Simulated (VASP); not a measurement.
# Hg (P6_3/mmc) in VASP: further runs

The runs below take Hg through relaxation of cell and atoms, with PBE.

Program: VASP 6.6.1. These are calculated values, not measurements. Logs are shortened: lines on timing, memory, paths and dates and some standing lists are left out, and cuts for length are marked.

## 1. The cell of the first run

It takes space group P6_3/mmc (No. 194, hexagonal). The conventional cell has a = 3.187 Å, b = 3.187 Å, c = 5.168 Å, α = 90.00°, β = 90.00°, γ = 120.00°. Hg (site symmetry -6m2) has 12 Hg at 3.17 to 3.19 Å within 4.2 Å.

## 2. Relaxation of cell and atoms, PBE, target pressure 6.8 GPa, at which the enthalpy is minimised

Contents of INCAR:

```
ALGO = Normal ; EDIFF = 1E-6
EDIFFG = -0.005 ; ENCUT = 600
GGA = PE ; IBRION = 2
ISIF = 3 ; ISMEAR = -1
LASPH = T ; LCHARG = F
LREAL = F ; LWAVE = F
NELM = 100 ; NSW = 32
PREC = Accurate ; PSTRESS = 68.0
SIGMA = 0.05
```

Contents of KPOINTS:

```
k-points
0
Gamma
  14 14 8
```

Contents of POSCAR:

```
Hg
1.0
    3.1865427261      0.0000000000      0.0000000000
   -1.5932713630      2.7596269510      0.0000000000
    0.0000000000      0.0000000000      5.1678252190
Hg
2
Direct
    0.3333333333      0.6666666667      0.2500000000
    0.6666666667      0.3333333333      0.7500000000
```

Potentials or basis: VASP PAW PBE potentials, release 64 (Hg).

Started as:

```bash
$ cat potpaw_PBE.64/Hg/POTCAR > POTCAR
$ mpirun -np 1 vasp_std > vasp.out
```

OUTCAR:

```text
EDIFF = 1E-6
   EDIFFG = -0.005
   ENCUT = 600
   GGA = PE
   IBRION = 2
   ISIF = 3
   ISMEAR = -1
   LASPH = T
   LREAL = F
   NELM = 100
   NSW = 32
   PREC = Accurate
   PSTRESS = 68.0

 ion  position               nearest neighbor table
   1  0.333  0.667  0.250-   2 3.17   2 3.17   2 3.17   2 3.17   2 3.17   2 3.17
   2  0.667  0.333  0.750-   1 3.17   1 3.17   1 3.17   1 3.17   1 3.17   1 3.17

  LATTYP: Found a hexagonal cell.
 ALAT       =     3.1865427261
 C/A-ratio  =     1.6217655507

  Lattice vectors:

 A1 = (   3.1865427261,   0.0000000000,   0.0000000000)
 A2 = (  -1.5932713630,   2.7596269510,   0.0000000000)
 A3 = (   0.0000000000,   0.0000000000,   5.1678252190)

Analysis of symmetry for initial positions (statically):
=====================================================================
 Subroutine PRICEL returns:
 Original cell was already a primitive cell.

 Routine SETGRP: Setting up the symmetry group for a
 hexagonal supercell.

 Subroutine GETGRP returns: Found 24 space group operations
 (whereof 12 operations were pure point group operations)
 out of a pool of 24 trial point group operations.

The static configuration has the point symmetry D_3d.
 The point group associated with its full space group is D_6h.

Analysis of symmetry for dynamics (positions and initial velocities):
=====================================================================
 Subroutine PRICEL returns:
 Original cell was already a primitive cell.

 Routine SETGRP: Setting up the symmetry group for a
 hexagonal supercell.

 Subroutine GETGRP returns: Found 24 space group operations
 (whereof 12 operations were pure point group operations)
 out of a pool of 24 trial point group operations.

The dynamic configuration has the point symmetry D_3d.
 The point group associated with its full space group is D_6h.

 Subroutine INISYM returns: Found 24 space group operations
 (whereof 12 operations are pure point group operations),
 and found     1 'primitive' translations

----------------------------------------------------------------------------------------

                                     Primitive cell

  volume of cell :      45.4441

  direct lattice vectors                    reciprocal lattice vectors
     3.186542726  0.000000000  0.000000000     0.313819737  0.181183910  0.000000000
    -1.593271363  2.759626951  0.000000000     0.000000000  0.362367819  0.000000000
     0.000000000  0.000000000  5.167825219     0.000000000  0.000000000  0.193504996

  length of vectors
     3.186542726  3.186542726  5.167825219     0.362367819  0.362367819  0.193504996

  position of ions in fractional coordinates (direct lattice)
     0.333333333  0.666666667  0.250000000
     0.666666667  0.333333333  0.750000000

  ion indices of the primitive-cell ions
   primitive index   ion index
                 1           1
                 2           2

----------------------------------------------------------------------------------------

 KPOINTS: k-points

Automatic generation of k-mesh.
 Grid dimensions read from file:
 generate k-points for:   14   14    8

 Generating k-lattice:

  Cartesian coordinates                     Fractional coordinates (reciprocal lattice)
     0.022415695  0.012941708  0.000000000     0.071428571  0.000000000  0.000000000
     0.000000000  0.025883416  0.000000000     0.000000000  0.071428571  0.000000000
     0.000000000  0.000000000  0.024188125     0.000000000  0.000000000  0.125000000

  Length of vectors
     0.025883416  0.025883416  0.024188125

  Shift w.r.t. Gamma in fractional coordinates (k-lattice)
[... 55 lines left out ...]
   NSW    =     32    number of steps for IOM
   IBRION =      2    ionic relax: 0-MD 1-quasi-New 2-CG
   NFREE  =      1    steps in history (QN), initial steepest desc. (CG)
   ISIF   =      3    stress and relaxation
   ISYM   =      2    0-nonsym 1-usesym 2-fastsym
   POTIM  = 0.5000    time-step for ionic-motion
   TEBEG  =    0.0;   TEEND  =   0.0 temperature during run
   PSTRESS=   68.0 pullay stress
   NELECT =      24.0000    total number of electrons
   NUPDOWN=      -1.0000    fix difference up-down
   EMIN   =  10.00;   EMAX   =-10.00  energy-range for DOS
   EFERMI =   0.00;   METHOD = LEGACY
   ISMEAR =    -1;   SIGMA  =   0.05  broadening in eV -4-tet -1-fermi 0-gaus
   EFERMI_NEDOS =   21; number of points for ismear=-14 and -15
   IALGO  =     38    algorithm
   IMIX   =      4    mixing-type and parameters
     AMIX     =   0.40;   BMIX     =  1.00
     AMIX_MAG =   1.60;   BMIX_MAG =  1.00
  volume/ion in A,a.u.               =      22.72       153.34
  Fermi-wavevector in a.u.,A,eV,Ry     =   1.323283  2.500641 23.824846  1.751077
  Thomas-Fermi vector in A             =   2.452902
   LORBIT       =      0    0 simple, 1 ext, 2 COOP (PROOUT), +10 PAW based schemes
   GGA     = PE    functional components
   LHFCALC =     F    Hartree Fock is set to
   AEXX    =    0.0000 exact exchange contribution
   IVDW    =     0    specifies the selected vdW correction
   LEPSILON=     F    determine dielectric tensor
   LRPA    =     F    only Hartree local field effects (RPA)
 conjugate gradient relaxation of ions
 non-spin polarized calculation
  energy-cutoff  :      600.00
  volume of cell :       45.44
 maximum number of plane-waves:      1540
 NGX is ok and might be reduce to    28
   NGX = 13   NGY = 13   NGZ = 21

--------------------------------------- Ionic step        1  -------------------------------------------

 number of electron      24.0000000 magnetization

 Free energy of the ion-electron system (eV)
  ---------------------------------------------------
  ext. energy  EPLUGINS =         0.00000000
  ---------------------------------------------------
  free energy    TOTEN  =        -0.12271562 eV

  energy without entropy =       -0.11820698  energy(sigma->0) =       -0.12046130

------------------------ aborting loop because EDIFF is reached ----------------------------------------

  FORCE on cell =-STRESS in cart. coord.  units (eV):
  Direction    XX          YY          ZZ          XY          YZ          ZX
  --------------------------------------------------------------------------------------
  -------------------------------------------------------------------------------------
  Total        2.0575814      2.0575814      2.0671267      0.0000000      0.0000000      0.0000000
  in kB       72.5420246     72.5420246     72.8785514      0.0000000      0.0000000      0.0000000
  external PRESSURE =       4.6542002 kB  Pullay stress =      68.0000000 kB

 VOLUME and BASIS-vectors are now :
 -----------------------------------------------------------------------------
  energy-cutoff  :      600.00
  volume of cell :       45.44
      direct lattice vectors                 reciprocal lattice vectors
     3.186542726  0.000000000  0.000000000     0.313819737  0.181183910  0.000000000
    -1.593271363  2.759626951  0.000000000     0.000000000  0.362367819  0.000000000
     0.000000000  0.000000000  5.167825219     0.000000000  0.000000000  0.193504996

 POSITION                                       TOTAL-FORCE (eV/Angst)
 -----------------------------------------------------------------------------------
     -0.00000      1.83975      1.29196         0.000000     -0.000000      0.000000
      1.59327      0.91988      3.87587        -0.000000      0.000000      0.000000
 -----------------------------------------------------------------------------------
    total drift:                               -0.000000      0.000000     -0.000000

  FREE ENERGIE OF THE ION-ELECTRON SYSTEM (eV)
  ---------------------------------------------------
  free  energy   TOTEN  =        -0.1227156184 eV

  energy  without entropy=       -0.1182069810  energy(sigma->0) =       -0.12046130

  enthalpy is  TOTEN    =         1.8060358556 eV   P V=        1.9287514740

--------------------------------------- Ionic step        2  -------------------------------------------

 number of electron      23.9999999 magnetization

 Free energy of the ion-electron system (eV)
  ---------------------------------------------------
  ext. energy  EPLUGINS =         0.00000000
  ---------------------------------------------------
  free energy    TOTEN  =        -0.14176636 eV

  energy without entropy =       -0.13721217  energy(sigma->0) =       -0.13948927

 E-fermi :   2.8305     XC(G=0): -11.0222

 val. band max:        2.8189080721   @ k =   0.4286  -0.0000   0.2500
 cond. band min:       2.8320236062   @ k =   0.4286   0.1429   0.3750
 fundamental gap:      0.0131155341
 Fermi energy:         2.8305357028

 k-point     1 :       0.0000    0.0000    0.0000
  band No.  band energies     occupation
      1      -6.3066      2.00000
      2      -5.1807      2.00000
      3      -4.1178      2.00000
      4      -4.0591      2.00000
      5      -4.0591      2.00000
      6      -3.9120      2.00000
[... 433 lines left out ...]
      3      -4.4042      2.00000
      4      -4.0805      2.00000
      5      -3.9921      2.00000
      6      -3.9818      2.00000
[... 8 lines left out ...]
     15       7.9787      0.00000
     16       8.8447      0.00000

 [... further k-points ...]

------------------------ aborting loop because EDIFF is reached ----------------------------------------

  FORCE on cell =-STRESS in cart. coord.  units (eV):
  Direction    XX          YY          ZZ          XY          YZ          ZX
  --------------------------------------------------------------------------------------
  -------------------------------------------------------------------------------------
  Total        1.9402735      1.9402735      1.9385910      0.0000000      0.0000000     -0.0000000
  in kB       67.7568830     67.7568830     67.6981273      0.0000000      0.0000000     -0.0000000
  external PRESSURE =      -0.2627022 kB  Pullay stress =      68.0000000 kB

 VOLUME and BASIS-vectors are now :
 -----------------------------------------------------------------------------
  energy-cutoff  :      600.00
  volume of cell :       45.88
      direct lattice vectors                 reciprocal lattice vectors
     3.196445065  0.000000000  0.000000000     0.312847548  0.180622616  0.000000000
    -1.598222532  2.768202628 -0.000000000    -0.000000000  0.361245232 -0.000000000
    -0.000000000  0.000000000  5.185074352    -0.000000000  0.000000000  0.192861265

 POSITION                                       TOTAL-FORCE (eV/Angst)
 -----------------------------------------------------------------------------------
     -0.00000      1.84547      1.29627        -0.000000      0.000000      0.000000
      1.59822      0.92273      3.88881         0.000000     -0.000000     -0.000000
 -----------------------------------------------------------------------------------
    total drift:                               -0.000000      0.000000     -0.000000

  FREE ENERGIE OF THE ION-ELECTRON SYSTEM (eV)
  ---------------------------------------------------
  free  energy   TOTEN  =        -0.1417663605 eV

  energy  without entropy=       -0.1372121736  energy(sigma->0) =       -0.13948927

  enthalpy is  TOTEN    =         1.8054689675 eV   P V=        1.9472353280

 reached required accuracy - stopping structural energy minimisation
```

Wall time 59 s (1 thread of Intel Xeon 6975P-C (Granite Rapids), shared host); peak memory 0.24 GiB.

What came out:

* Free energy: -0.1418 eV
* Relaxed volume: 22.94 Å³/atom
* Relaxed cell: a = 3.196 Å, b = 3.196 Å, c = 5.185 Å, α = 90.00°, β = 90.00°, γ = 120.00°
* Space group after relaxing (to 0.1 Å): P6_3/mmc (No. 194)
* Energy change on relaxing (the run minimises the enthalpy): -9.5 meV/atom
* Ionic steps: 2
* Pressure after relaxing: 6.8 GPa
* Band gap on the k mesh: zero (bands 12 and 13 overlap by 1.54 eV)

Step by step:
| step | energy change (eV) | largest force (eV/Å) | pressure (GPa) | volume (Å³) |
| --- | --- | --- | --- | --- |
| 1 | 0.0000 | 0.0000 | 7.27 | 45.44 |
| 2 | -0.0191 | 0.0000 | 6.77 | 45.88 |

Final structure:
```
Hg
1.0
     3.19645    0.00000    0.00000
    -1.59822    2.76820    0.00000
     0.00000    0.00000    5.18507
Hg
2
Direct
  0.33333 0.66667 0.25000
  0.66667 0.33333 0.75000
```

Levels at points of the mesh, in eV from the Fermi level:
| k point | band 8 | band 9 | band 10 | band 11 | band 12 | band 13 | band 14 | band 15 | band 16 |
| --- | --- | --- | --- | --- | --- | --- | --- | --- | --- |
| (0.00, 0.00, 0.00) | -6.54 | -6.54 | -5.81 | -5.81 | -1.54 | -1.33 | 12.88 | 12.88 | 13.23 |
| (0.50, 0.00, 0.00) | -5.74 | -5.68 | -5.64 | -2.29 | -2.21 | 2.98 | 3.16 | 4.22 | 7.13 |
| (0.00, 0.00, 0.50) | -6.57 | -6.04 | -6.04 | -6.04 | -6.04 | 7.00 | 7.00 | 13.48 | 13.48 |
| (0.50, 0.00, 0.50) | -5.79 | -5.67 | -5.67 | -1.23 | -1.23 | -0.19 | -0.19 | 9.44 | 9.44 |

Caveat: the cell is relaxed towards a set pressure, so the run minimises the enthalpy, not the energy; spin-orbit coupling is left out, which moves the levels of the heavy elements.

[end of part 1 of 2]
